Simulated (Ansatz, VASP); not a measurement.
## One calculation of BaTiO3, two programs

File INCAR:

```
PREC = Accurate ; ENCUT = 520
EDIFF = 1E-6 ; ISMEAR = -1
SIGMA = 0.08 ; LREAL = F
LASPH = T ; NELM = 100
ALGO = Normal ; ISIF = 2
LWAVE = F ; LCHARG = F
GGA = PE ; NBANDS = 28
```

Contents of KPOINTS:

```
Automatic mesh
0
Gamma
  7 7 7
```

File POSCAR:

```
BaTiO3
1.0
    3.9998000000     -0.0199990000     -0.0199990000
   -0.0199990000      3.9998000000     -0.0199990000
   -0.0200900000     -0.0200900000      4.0180000000
Ba Ti O
1 1 3
Direct
    0.0000000000      0.0000000000      0.0000000000
    0.5000000000      0.5000000000      0.4820000000
    0.5000000000      0.5000000000      0.0160000000
    0.5000000000      0.0000000000      0.5150000000
    0.0000000000      0.5000000000      0.5150000000
```

Input for Ansatz:

```yaml
crystal:
  lattice:
    - [3.9998, -0.019999, -0.019999]
    - [-0.019999, 3.9998, -0.019999]
    - [-0.02009, -0.02009, 4.018]
  atoms:
    - { symbol: Ba, position: [0.0, 0.0, 0.0] }
    - { symbol: Ti, position: [0.5, 0.5, 0.482] }
    - { symbol: O, position: [0.5, 0.5, 0.016] }
    - { symbol: O, position: [0.5, 0.0, 0.515] }
    - { symbol: O, position: [0.0, 0.5, 0.515] }
kpoints:
  mp_grid: { grid: [7, 7, 7] }
  band_path:
    path:
      - [0.0, 0.0, 0.0]
      - [-0.5, 0.5, 0.0]
      - [-0.5, 0.5, 0.5]
      - [0.0, 0.0, 0.5]
      - [0.0, 0.0, 0.0]
      - [-0.5, 0.0, 0.5]
      - [0.0, 0.0, 0.0]
      - [-0.5, 0.0, 0.0]
    npoints: 5
scf:
  occupations: { method: fermi_dirac, width: 0.08 }
hamiltonian:
  xc: pbe
  pseudopotentials: { kind: all_electron, lapw: { basis_error: 0.001 } }
output:
  forces: true
  stress: true
  eigenvalues: true
```

Change from the starting cell: equal xy, yz and zx shear strains of -1 %.

Alike in both runs: task single point; functional PBE; k mesh 7 × 7 × 7; occupations fermi-dirac, width 0.08 eV; no spin polarisation.

```csv
,VASP,Ansatz
version,VASP 6.6.1,Ansatz 0.2.0
potentials or method,"VASP PAW PBE potentials, release 64 (Ba_sv, Ti_sv, O), cutoff 520 eV","all-electron LAPW, scalar-relativistic"
```

VASP gave:

- pressure (GPa): 4.5
- traceless stress, the component that is largest in VASP (GPa): 1.26
- rms of the force components (eV/Å): 0.102

Problem. Estimate Ansatz's values.

Solution. Pressure (GPa): 2.7; traceless stress, the component that is largest in VASP (GPa): 1.23; rms of the force components (eV/Å): 0.109.

Atom by atom the forces differ by 0.019 eV/Å (rms over components). Ansatz ran all-electron here, and VASP with PAW potentials.

Neither program's run includes spin-orbit coupling.
